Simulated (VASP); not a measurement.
A run of VASP 6.6.1 is set up as follows.

INCAR

```
ALGO = Normal
EDIFF = 1E-7
ENCUT = 520
GGA = PE
ISIF = 2
ISMEAR = 0
LASPH = T
LCHARG = F
LREAL = F
LWAVE = F
NBANDS = 8
NELM = 60
PREC = Accurate
SIGMA = 0.15
```

KPOINTS

```
k-points
0
Gamma
  20 20 20
```

The input POSCAR:

```
Al
1.0
    0.0000000000      1.8620616000      1.8620616000
    1.8620616000      0.0000000000      1.8620616000
    1.8620616000      1.8620616000      0.0000000000
Al
1
Direct
    0.0000000000      0.0000000000      0.0000000000
```

Potentials or basis: VASP PAW PBE potentials, release 64 (Al).

Command:

```sh
$ cat potpaw_PBE.64/Al/POTCAR > POTCAR
$ mpirun -np 1 vasp_std > vasp.out
```

Problem. Estimate the pressure.

Solution. 32.8 GPa.

Problem. What does it give for the band gap on the k mesh?

Solution. Zero (an odd number of electrons rules out a gap without spin polarisation).

Caveat: the cell differs from its parent crystal (strain -0.080 along x and y, -0.080 along z); the cell stands under pressure.
